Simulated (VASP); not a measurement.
A run of VASP 6.6.1:

The input POSCAR:

```
Ir
1.0
    2.5528321554      0.0000000000      0.0000000000
    0.0000000000      2.5528321554      0.0000000000
    0.0000000000      0.0000000000      2.5528321554
Ir
1
Direct
    0.0000000000      0.0000000000      0.0000000000
```

File INCAR.step1:

```
SYSTEM = Ir
ALGO     = Normal         ! electronic algorithm
EDIFF    = 1E-4           ! SCF threshold, eV
ENCUT    = 520            ! plane-wave cutoff, eV
GGA      = PE             ! functional
ISMEAR   = -1             ! smearing method
ISPIN    = 2              ! spin polarisation
LASPH    = .TRUE.         ! aspherical terms in the spheres
LCHARG   = .FALSE.        ! write CHGCAR
LMAXMIX  = 4              ! l up to which the mixer works
LREAL    = .FALSE.        ! projectors in reciprocal space
LWAVE    = .TRUE.         ! write WAVECAR
MAGMOM   = 1              ! initial moments
NBANDS   = 14             ! bands
NELM     = 150            ! most SCF steps
PREC     = Accurate       ! precision mode
SIGMA    = 0.05           ! smearing width, eV
```

File INCAR.step2:

```
SYSTEM = Ir
ALGO     = Normal         ! electronic algorithm
EDIFF    = 1E-6           ! SCF threshold, eV
ENCUT    = 520            ! plane-wave cutoff, eV
ISIF     = 2              ! what is computed and relaxed
ISMEAR   = -1             ! smearing method
ISPIN    = 2              ! spin polarisation
ISTART   = 1            
LASPH    = .TRUE.         ! aspherical terms in the spheres
LCHARG   = .FALSE.        ! write CHGCAR
LMAXMIX  = 4              ! l up to which the mixer works
LMIXTAU  = .TRUE.       
LORBIT   = 11             ! projections on sites
LREAL    = .FALSE.        ! projectors in reciprocal space
LWAVE    = .FALSE.        ! write WAVECAR
MAGMOM   = 1              ! initial moments
METAGGA  = R2SCAN         ! meta-GGA
NBANDS   = 14             ! bands
NELM     = 150            ! most SCF steps
PREC     = Accurate       ! precision mode
SIGMA    = 0.05           ! smearing width, eV
```

The input KPOINTS:

```
k-points
0
G
  13 13 13
  0 0 0
```

Potentials or basis: VASP PAW PBE potentials, release 64 (Ir).

Run with:

```console
$ cat potpaw_PBE.64/Ir/POTCAR > POTCAR
$ cp INCAR.step1 INCAR
$ mpirun -np 1 vasp_std > vasp.out
$ cp INCAR.step2 INCAR
$ mpirun -np 1 vasp_std > vasp.out
```

Hardware: 1 thread of Intel(R) Xeon(R) 6975P-C (Granite Rapids) (shared host).

Estimate the wall time of this run.

Run time: 44 s on 1 thread of Intel(R) Xeon(R) 6975P-C (Granite Rapids) (shared host), peak memory 0.15 GiB. Counts: k points 84.
